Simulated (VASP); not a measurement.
# Si4Ru (P-3m1) in VASP: notebook

The runs below take Si4Ru through single point, with PBE.

All numbers are computed with VASP 6.6.1; they aren't measurements. Logs are shortened: lines on timing, memory, paths and dates and some standing lists are left out, and cuts for length are marked.

### Step 1. The cell of the first run

The structure is trigonal, space group P-3m1 (No. 164). The conventional cell has a = 2.976 Å, b = 2.976 Å, c = 9.274 Å, α = 90.00°, β = 90.00°, γ = 120.00°. Within 3.3 Å of Si (site symmetry 3m) lie 3 Ru at 2.47 Å and 9 Si at 2.58 to 2.98 Å. Within 3.4 Å of Si (site symmetry 3m) lie 12 Si at 2.55 to 2.98 Å. Ru (site symmetry -3m) has 6 Si at 2.47 Å and 6 Ru at 2.98 Å within 3.3 Å.

The cell was built from a structure type or drawn by symmetry, and may not be a known phase.

### Step 2. Single point, PBE

INCAR

```
PREC = Accurate ; ENCUT = 500
EDIFF = 1E-6 ; ISMEAR = 0
SIGMA = 0.2 ; LREAL = False
LASPH = True ; NELM = 120
ALGO = Normal ; ISIF = 2
LWAVE = False ; LCHARG = False
GGA = PE ; NBANDS = 23
GGA_COMPAT = False
```

KPOINTS

```
regular mesh
0
Gamma
  6 6 2
```

POSCAR

```
Si4Ru
1.0
    2.9762244521     -0.0000000030      0.0000000000
   -1.4881122235      2.5774859844      0.0000000000
    0.0000000000      0.0000000000      9.2736652069
Si Ru
4 1
Direct
    0.3333333333      0.6666666667      0.8094016045
    0.3333333333      0.6666666667      0.3987605921
    0.6666666667      0.3333333333      0.1905983955
    0.6666666667      0.3333333333      0.6012394079
    0.0000000000      0.0000000000      0.0000000000
```

Potentials or basis: VASP PAW PBE potentials, release 64 (Si, Ru_pv).

Run with:

```console
$ cat potpaw_PBE.64/Si/POTCAR potpaw_PBE.64/Ru_pv/POTCAR > POTCAR
$ mpirun -np 1 vasp_std > vasp.out
```

OUTCAR:

```text
PREC = Accurate
   ENCUT = 500
   EDIFF = 1E-6
   ISMEAR = 0
   LREAL = False
   LASPH = True
   NELM = 120
   ISIF = 2
   GGA = PE

 ion  position               nearest neighbor table
   1  0.333  0.667  0.809-   5 2.47   5 2.47   5 2.47   4 2.58   4 2.58   4 2.58
   2  0.333  0.667  0.399-   4 2.55   4 2.55   4 2.55   3 2.58   3 2.58   3 2.58
   3  0.667  0.333  0.191-   5 2.47   5 2.47   5 2.47   2 2.58   2 2.58   2 2.58
   4  0.667  0.333  0.601-   2 2.55   2 2.55   2 2.55   1 2.58   1 2.58   1 2.58
   5  0.000  0.000  0.000-   1 2.47   3 2.47   3 2.47   1 2.47   3 2.47   1 2.47

  LATTYP: Found a hexagonal cell.
 ALAT       =     2.9762244521
 C/A-ratio  =     3.1159159385

  Lattice vectors:

 A1 = (   2.9762244521,  -0.0000000030,   0.0000000000)
 A2 = (  -1.4881122235,   2.5774859844,   0.0000000000)
 A3 = (   0.0000000000,   0.0000000000,   9.2736652069)

Analysis of symmetry for initial positions (statically):
=====================================================================
 Subroutine PRICEL returns:
 Original cell was already a primitive cell.

 Routine SETGRP: Setting up the symmetry group for a
 hexagonal supercell.

 Subroutine GETGRP returns: Found 12 space group operations
 (whereof 12 operations were pure point group operations)
 out of a pool of 24 trial point group operations.

The static configuration has the point symmetry D_3d.

Analysis of symmetry for dynamics (positions and initial velocities):
=====================================================================
 Subroutine PRICEL returns:
 Original cell was already a primitive cell.

 Routine SETGRP: Setting up the symmetry group for a
 hexagonal supercell.

 Subroutine GETGRP returns: Found 12 space group operations
 (whereof 12 operations were pure point group operations)
 out of a pool of 24 trial point group operations.

The dynamic configuration has the point symmetry D_3d.

 Subroutine INISYM returns: Found 12 space group operations
 (whereof 12 operations are pure point group operations),
 and found     1 'primitive' translations

----------------------------------------------------------------------------------------

                                     Primitive cell

  volume of cell :      71.1399

  direct lattice vectors                    reciprocal lattice vectors
     2.976224452 -0.000000003  0.000000000     0.335996164  0.193987476  0.000000000
[... 75 lines left out ...]
   ISPIN  =      1    spin polarized calculation?
   LNONCOLLINEAR =      F non collinear calculations
   LSORBIT =      F    spin-orbit coupling
   LASPH  =      T    aspherical Exc in radial PAW
   ENCUT  =  500.0 eV  36.75 Ry    6.06 a.u.   5.43  5.43 16.91*2*pi/ulx,y,z
   NELM   =    120;   NELMIN=  2; NELMDL= -5     # of ELM steps
   EDIFF  = 0.1E-05   stopping-criterion for ELM
   LREAL  =      F    real-space projection
[... 7 lines left out ...]
   TEBEG  =    0.0;   TEEND  =   0.0 temperature during run
   PSTRESS=    0.0 pullay stress
   NELECT =      30.0000    total number of electrons
   NUPDOWN=      -1.0000    fix difference up-down
   EMIN   =  10.00;   EMAX   =-10.00  energy-range for DOS
   EFERMI =   0.00;   METHOD = LEGACY
   ISMEAR =     0;   SIGMA  =   0.20  broadening in eV -4-tet -1-fermi 0-gaus
   EFERMI_NEDOS =   21; number of points for ismear=-14 and -15
   IALGO  =     38    algorithm
   IMIX   =      4    mixing-type and parameters
     AMIX     =   0.40;   BMIX     =  1.00
     AMIX_MAG =   1.60;   BMIX_MAG =  1.00
  volume/ion in A,a.u.               =      14.23        96.02
  Fermi-wavevector in a.u.,A,eV,Ry     =   1.227658  2.319937 20.505946  1.507145
  Thomas-Fermi vector in A             =   2.362613
   LORBIT       =      0    0 simple, 1 ext, 2 COOP (PROOUT), +10 PAW based schemes
   GGA     = PE    functional components
   LHFCALC =     F    Hartree Fock is set to
   AEXX    =    0.0000 exact exchange contribution
   IVDW    =     0    specifies the selected vdW correction
   LEPSILON=     F    determine dielectric tensor
   LRPA    =     F    only Hartree local field effects (RPA)
 non-spin polarized calculation
 Gauss-broadening in eV      SIGMA  =   0.20
  energy-cutoff  :      500.00
  volume of cell :       71.14
 maximum number of plane-waves:      1846
 NGX is ok and might be reduce to    24
   NGX = 11   NGY = 11   NGZ = 33

 number of electron      30.0000000 magnetization

 Free energy of the ion-electron system (eV)
  ---------------------------------------------------
  ext. energy  EPLUGINS =         0.00000000
  ---------------------------------------------------
  free energy    TOTEN  =       -30.66211405 eV

  energy without entropy =      -30.64283079  energy(sigma->0) =      -30.65247242

 E-fermi :  10.4736     XC(G=0): -11.7214

 val. band max:       10.3105270531   @ k =   0.1667   0.1667   0.5000
 cond. band min:      10.5384842777   @ k =   0.1667   0.1667   0.5000
 fundamental gap:      0.2279572246
 Fermi energy:        10.4736141303

 k-point     1 :       0.0000    0.0000    0.0000
  band No.  band energies     occupation
      1     -32.2144      2.00000
      2     -31.9965      2.00000
      3     -31.9965      2.00000
      4      -3.4136      2.00000
      5      -1.7435      2.00000
      6      -0.4903      2.00000
[... 353 lines left out ...]
     22      16.1299      0.00000
     23      16.4150      0.00000

------------------------ aborting loop because EDIFF is reached ----------------------------------------

  FORCE on cell =-STRESS in cart. coord.  units (eV):
  Direction    XX          YY          ZZ          XY          YZ          ZX
  --------------------------------------------------------------------------------------
  -------------------------------------------------------------------------------------
  Total        0.0161391      0.0161391     -0.0639766     -0.0000000      0.0000000     -0.0000000
  in kB        0.3634765      0.3634765     -1.4408493     -0.0000000      0.0000000     -0.0000000
  external PRESSURE =      -0.2379655 kB  Pullay stress =       0.0000000 kB

 VOLUME and BASIS-vectors are now :
 -----------------------------------------------------------------------------
  energy-cutoff  :      500.00
  volume of cell :       71.14
      direct lattice vectors                 reciprocal lattice vectors
     2.976224452 -0.000000003  0.000000000     0.335996164  0.193987476  0.000000000
    -1.488112223  2.577485984  0.000000000     0.000000000  0.387974952  0.000000000
     0.000000000  0.000000000  9.273665207     0.000000000  0.000000000  0.107832230

 POSITION                                       TOTAL-FORCE (eV/Angst)
 -----------------------------------------------------------------------------------
      0.00000      1.71832      7.50612         0.000000      0.000000     -0.011495
      0.00000      1.71832      3.69797        -0.000000      0.000000      0.014026
      1.48811      0.85916      1.76755         0.000000     -0.000000      0.011495
      1.48811      0.85916      5.57569        -0.000000     -0.000000     -0.014026
      0.00000      0.00000      0.00000         0.000000     -0.000000      0.000000
 -----------------------------------------------------------------------------------
    total drift:                                0.000000      0.000000      0.000000

  FREE ENERGIE OF THE ION-ELECTRON SYSTEM (eV)
  ---------------------------------------------------
  free  energy   TOTEN  =       -30.6621140518 eV

  energy  without entropy=      -30.6428307942  energy(sigma->0) =      -30.65247242
```

Run time: 13 s. Hardware: 1 thread of AMD EPYC 9R45 (Zen 5), shared host; peak memory 0.16 GiB.

Results:

- Free energy: -30.6621 eV
- Pressure: 0.0 GPa
- Largest force: 0.014 eV/Å
- Band gap on the k mesh: zero (bands 15 and 16 overlap by 6.43 eV)

Forces in eV/Å, atoms in the order of the input:
```
Si   0.000  0.000 -0.011
Si   0.000  0.000  0.014
Si   0.000  0.000  0.011
Si   0.000  0.000 -0.014
Ru   0.000  0.000  0.000
```

Levels at points of the mesh, in eV from the Fermi level:
```csv
k point,band 12,band 13,band 14,band 15,band 16,band 17,band 18,band 19
"(0.00, 0.00, 0.00)",-1.17,-1.17,1.46,4.78,4.78,4.95,5.86,5.86
"(0.50, 0.00, 0.00)",-2.36,-1.55,-0.66,-0.25,0.61,0.89,2.25,3.07
"(0.00, 0.00, 0.50)",-1.17,-1.17,0.54,4.68,4.68,6.03,6.28,6.28
"(0.50, 0.00, 0.50)",-2.60,-2.42,-2.37,0.61,1.16,2.10,2.12,2.35
```

Caveat: the k points lie up to 0.41 Å⁻¹ apart, too coarse for converged energies and pressures of a metal.

### Step 3. Single point, PBE

This run uses another cell than the first one, of 18.70 Å³/atom.

INCAR

```
SYSTEM = Si4Ru
PREC     = Accurate       ! precision mode
ENCUT    = 500            ! plane-wave cutoff, eV
EDIFF    = 1E-6           ! SCF threshold, eV
ISMEAR   = 0              ! smearing method
SIGMA    = 0.2            ! smearing width, eV
LREAL    = .False.        ! projectors in reciprocal space
LASPH    = .True.         ! aspherical terms in the spheres
NELM     = 120            ! most SCF steps
ALGO     = Normal         ! electronic algorithm
ISIF     = 2              ! what is computed and relaxed
LWAVE    = .False.        ! write WAVECAR
LCHARG   = .False.        ! write CHGCAR
GGA      = PE             ! functional
NBANDS   = 23             ! bands
GGA_COMPAT= .False.
```

KPOINTS

```
Automatic mesh
0
Gamma
  5 5 3
  0 0 0
```

POSCAR

```
Si4Ru
1.0
    3.9799542505      0.0000000000      0.0000000000
   -1.9899771252      3.4467414868      0.0000000000
    0.0000000000      0.0000000000      6.8141366920
Si Ru
4 1
Direct
    0.3333333333      0.6666666667      0.1014410194
    0.3333333333      0.6666666667      0.4498273425
    0.6666666667      0.3333333333      0.8985589806
    0.6666666667      0.3333333333      0.5501726575
    0.0000000000      0.0000000000      0.0000000000
```

Potentials or basis: VASP PAW PBE potentials, release 64 (Si, Ru_pv).

Run with:

```console
$ cat potpaw_PBE.64/Si/POTCAR potpaw_PBE.64/Ru_pv/POTCAR > POTCAR
$ mpirun -np 1 vasp_std > vasp.out
```

Wall time 14 s (1 thread of AMD EPYC 9R45 (Zen 5), shared host); peak memory 0.17 GiB.

It converged, with:

```
Free energy            : -30.1303 eV
Pressure               : -0.1 GPa
Largest force          : 0.036 eV/Å
Band gap on the k mesh : zero (bands 15 and 16 overlap by 1.75 eV)
```

Forces in eV/Å, atoms in the order of the input:
```
Si   0.000  0.000  0.036
Si   0.000  0.000 -0.001
Si   0.000  0.000 -0.036
Si   0.000  0.000  0.001
Ru   0.000  0.000  0.000
```

Stress tensor (GPa, compression positive):
```
-0.20  0.00  0.00
 0.00 -0.20  0.00
 0.00  0.00  0.22
```

Levels at points of the mesh, in eV from the Fermi level:
```
           k point  band 12  band 13  band 14  band 15  band 16  band 17  band 18  band 19
(0.00, 0.00, 0.00)    -0.84    -0.84     0.45     0.97     1.01     1.71     1.71     2.71
```

Caveat: the k points lie up to 0.36 Å⁻¹ apart, too coarse for converged energies and pressures of a metal.
